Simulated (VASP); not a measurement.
Here is a VASP 6.6.1 calculation.

Contents of INCAR:

```
PREC = Accurate
ENCUT = 520
EDIFF = 1E-6
ISMEAR = 0
SIGMA = 0.15
LREAL = False
LASPH = True
NELM = 60
ALGO = Fast
ISIF = 2
LWAVE = False
LCHARG = True
GGA = PE
LELF = True
LVHAR = True
NBANDS = 12
```

File KPOINTS:

```
Automatic mesh
0
Gamma
  22 22 22
```

POSCAR

```
Au
1.0
    0.0000000000      2.0125022943      2.1131274090
    2.0125022943      0.0000000000      2.1131274090
    2.0125022943      2.0125022943      0.0000000000
Au
1
Direct
    0.0000000000      0.0000000000      0.0000000000
```

Potentials or basis: VASP PAW PBE potentials, release 64 (Au).

Run with:

```bash
$ cat potpaw_PBE.64/Au/POTCAR > POTCAR
$ mpirun -np 1 vasp_std > vasp.out
```

(1) Predict the pressure.

(2) What does it give for the band gap on the k mesh?

Results:

(1) 7.7 GPa.

(2) zero (an odd number of electrons rules out a gap without spin polarisation).

Caveat: the cell stands under pressure; spin-orbit coupling is left out, which moves the levels of the heavy elements.
